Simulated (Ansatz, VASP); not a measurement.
Ti3Br: VASP beside Ansatz

INCAR

```
  PREC = Accurate
  ENCUT = 520
  EDIFF = 1E-7
  ISMEAR = 0
  SIGMA = 0.1
  LREAL = F
  LASPH = T
  NELM = 150
  ALGO = Normal
  ISIF = 2
  LWAVE = F
  LCHARG = F
  ISPIN = 2
  MAGMOM = 1 1 1 0
  LORBIT = 11
  LMAXMIX = 4
  GGA = PE
  NBANDS = 34
```

Contents of KPOINTS:

```
regular mesh
0
Gamma
  4 4 4
```

Contents of POSCAR:

```
Ti3Br
1.0
    4.3630898000      0.0000000000      0.0000000000
    0.0000000000      4.3630898000      0.0000000000
    0.0000000000      0.0000000000      4.3630898000
Ti Br
3 1
Direct
    0.0000000000      0.5000000000      0.5000000000
    0.5000000000      0.0000000000      0.5000000000
    0.5000000000      0.5000000000      0.0000000000
    0.0000000000      0.0000000000      0.0000000000
```

Input for Ansatz:

```yaml
crystal:
  lattice:
    - [4.3630898, 0.0, 0.0]
    - [0.0, 4.3630898, 0.0]
    - [0.0, 0.0, 4.3630898]
  atoms:
    - { symbol: Ti, position: [0.0, 0.5, 0.5], spin: 1.0 }
    - { symbol: Ti, position: [0.5, 0.0, 0.5], spin: 1.0 }
    - { symbol: Ti, position: [0.5, 0.5, 0.0], spin: 1.0 }
    - { symbol: Br, position: [0.0, 0.0, 0.0] }
basis:
  ecutwfc: 420
kpoints:
  mp_grid: { grid: [4, 4, 4] }
hamiltonian:
  xc: pbe
scf:
  occupations: { method: gaussian, width: 0.1 }
  lower_state_search: "off"
output:
  forces: true
  stress: true
  eigenvalues: true
  populations: true
magnetization:
  spin_polarized: true
```

Change from the starting cell: species swapped into the MnNi3 type (Pm-3m, No. 221).

Alike in both runs: task single point; functional PBE; k mesh 4 × 4 × 4; occupations gaussian, width 0.1 eV; collinear spin.

|  | VASP | Ansatz |
| --- | --- | --- |
| version | VASP 6.6.1 | Ansatz 0.2.0 |
| potentials or method | VASP PAW PBE potentials, release 64 (Ti_sv, Br), cutoff 520 eV | scalar-relativistic, plane waves, PAW |
| valence electrons in the cell | 43 | 43 |

```csv
,VASP,Ansatz,Ansatz less VASP
gap on the k mesh at the Fermi level (eV),none,none,-
pressure (GPa),-9.8,-9.8,+0.02
net moment per atom (μB),0.31,0.32,+0.002
size of the moment on the site where the two differ most (μB),0.28,0.32,+0.037
```

Site moments also hang on the region over which each program counts them. A gap of «none» marks a metal or a gap that the smearing closes.

The k mesh is coarse, so the values compare programs but aren't converged.
